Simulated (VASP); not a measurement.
Wanted: the native input for a VASP 6.6.1 run.

- Task: relaxation of cell and atoms
- Functional: PBE
- Potentials or basis: VASP PAW PBE potentials, release 64 (Zr_sv, Zn, N)
- Cutoff: 600 eV
- k mesh: 6 × 6 × 6
- Occupations: gaussian, width 0.1 eV
- Spin: no spin polarisation
- Dipole correction: no
- Further INCAR settings: ALGO = Normal; EDIFF = 1e-06; IBRION = 2; EDIFFG = -0.04; NSW = 90; ISIF = 3

The structure of ZrZnN lies in POSCAR:

```
ZrZnN
1.0
    3.5645439100      0.0000000000      0.0000000000
   -1.7822719600      3.0869855800      0.0000000000
    0.0000000000      0.0000000000      3.5603747700
Zr Zn N
1 1 1
Direct
    0.0000000000      0.0000000000      0.5000000000
    0.3333333300      0.6666666700      0.0000000000
    0.6666666700      0.3333333300      0.5000000000
```

One way to write it, as run:

INCAR

```
SYSTEM = ZrZnN
PREC = Accurate
ENCUT = 600
EDIFF = 1E-6
ISMEAR = 0
SIGMA = 0.1
LREAL = .FALSE.
LASPH = .TRUE.
NELM = 60
ALGO = Normal
ISIF = 3
LWAVE = .FALSE.
LCHARG = .FALSE.
GGA = PE
IBRION = 2
NSW = 90
EDIFFG = -0.04
```

KPOINTS

```
Automatic mesh
0
G
  6 6 6
  0 0 0
```

Potentials or basis: VASP PAW PBE potentials, release 64 (Zr_sv, Zn, N).

Command:

```console
$ cat potpaw_PBE.64/Zr_sv/POTCAR potpaw_PBE.64/Zn/POTCAR potpaw_PBE.64/N/POTCAR > POTCAR
$ mpirun -np 1 vasp_std > vasp.out
```

It gave:

```json
{
  "Relaxed volume": "17.28 Å³/atom",
  "Relaxed cell": "a = 3.586 Å, b = 3.586 Å, c = 4.655 Å, α = 90.00°, β = 90.00°, γ = 120.00°",
  "Space group after relaxing (to 0.05 Å)": "P-6m2 (No. 187)",
  "Energy gained by relaxing": "368.8 meV/atom",
  "Ionic steps": "8",
  "Pressure after relaxing": "0.0 GPa"
}
```

Caveat: the volume moved by over 15 % at a fixed basis, so the end points are rough.

Wall time 84 s on 1 thread of Intel(R) Xeon(R) 6975P-C (Granite Rapids) (shared host), peak memory 0.18 GiB.
